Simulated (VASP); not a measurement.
Cd2HgS3:

```
Cd Hg S
1.0
     4.09677    0.00000    0.00000
    -2.04839    3.54791    0.00000
     0.00000    0.00000   10.03501
Cd Hg S
2 1 3
Direct
  0.00000 0.00000 0.00000
  0.66667 0.33333 0.33333
  0.33333 0.66667 0.66667
  0.00000 0.00000 0.75000
  0.33333 0.66667 0.41667
  0.66667 0.33333 0.08333
```

- Program: VASP 6.6.1
- Task: relaxation of cell and atoms
- Functional: PBE
- Potentials or basis: VASP PAW PBE potentials, release 64 (Cd, Hg, S)
- Cutoff: 600 eV
- k mesh: 6 × 6 × 2
- Occupations: gaussian, width 0.1 eV
- Spin: no spin polarisation

At the start: pressure 5.4 GPa; volume 24.31 Å³/atom.

**Question.** How do energy, volume and symmetry change on relaxing?

**Answer.** Over 7 steps the energy falls by 33.5 meV/atom and the volume is 26.41 Å³/atom (+8.6 %); space group P3m1 (No. 156, to 0.05 Å).

The path:
```
step  energy change (eV)  largest force (eV/Å)  pressure (GPa)  volume (Å³)
   1              0.0000                0.1897            5.37       145.86
   2             -0.1738                0.0753           -1.54       163.74
   3             -0.1989                0.0993            0.00       158.61
   4             -0.1988                0.0979           -0.09       158.87
   5             -0.1996                0.0674           -0.08       158.85
   6             -0.2005                0.0642           -0.06       158.80
   7             -0.2008                0.0286            0.05       158.46
```

Final structure:
```xyz
6
Lattice="4.2138 0.0000 0.0000 -2.1069 3.6493 0.0000 0.0000 0.0000 10.3050" Properties=species:S:1:pos:R:3 pbc="T T T"
Cd    4.2138    0.0000    0.0125
Cd    2.1069    1.2164    3.4341
Hg    0.0000    2.4328    6.8639
S     4.2138    0.0000    7.7496
S     0.0000    2.4328    4.2694
S     2.1069    1.2164    0.8568
```
